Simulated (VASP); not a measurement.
## Se: electric field gradients with PBEsol

Se:

```
Se
1.0
     4.45352    0.00000    0.00000
    -2.22676    3.85686    0.00000
     0.00000    0.00000    4.95360
Se
3
Direct
  0.22540 0.00000 0.33333
  0.00000 0.22540 0.66667
  0.77460 0.77460 0.00000
```

This cell differs from its parent crystal: equal xx and yy strain of +2 %.

| Item | Value |
| --- | --- |
| Program | VASP 6.6.1 |
| Task | electric field gradients |
| Functional | PBEsol |
| Potentials or basis | VASP PAW PBE potentials, release 64 (Se) |
| Cutoff | 520 eV |
| k mesh | 6 × 6 × 5 |
| Occupations | fermi-dirac, width 0.03 eV |
| Spin | no spin polarisation |
| Dipole correction | no |
| Further INCAR settings | ALGO = Normal; EDIFF = 1e-08; NBANDS = 16 |

```
Pressure               : -1.4 GPa
Largest force          : 0.052 eV/Å
Band gap on the k mesh : 1.23 eV, indirect (least direct gap 1.53 eV)
```

Forces on the atoms (eV/Å):
```
Se  -0.052  0.000  0.000
Se   0.026 -0.045  0.000
Se   0.026  0.045  0.000
```

Stress tensor (GPa, compression positive):
```
-1.70  0.00  0.00
 0.00 -1.70  0.00
 0.00  0.00 -0.67
```

Levels at points of the mesh, in eV from the valence-band top:
```tsv
k point	band 6	band 7	band 8	band 9	band 10	band 11	band 12	band 13
(0.00, 0.00, 0.00)	-3.58	-1.86	-1.86	-0.27	1.95	1.95	2.17	5.99
(0.50, 0.00, 0.00)	-3.23	-2.66	-1.61	-0.82	1.99	2.35	4.01	5.37
```

Electric field gradients, principal values (V/Å²):
| atom | least | middle | greatest (by size) |
| --- | --- | --- | --- |
| 1 Se | 173.364 | 329.957 | -503.321 |
| 2 Se | 173.364 | 329.957 | -503.321 |
| 3 Se | 173.364 | 329.956 | -503.321 |

It used 34 s of CPU time on 1 thread of Intel Xeon 6975P-C, with other jobs on the host.

Caveat: the cell differs from its parent crystal (equal xx and yy strain of +2 %); without QUAD_EFG the Cq values of the log hold for a quadrupole moment of 1 mb, not for the nuclei; the PAW data sets were made with another functional, which shifts forces and pressure a little. A k mesh can miss the band edges.
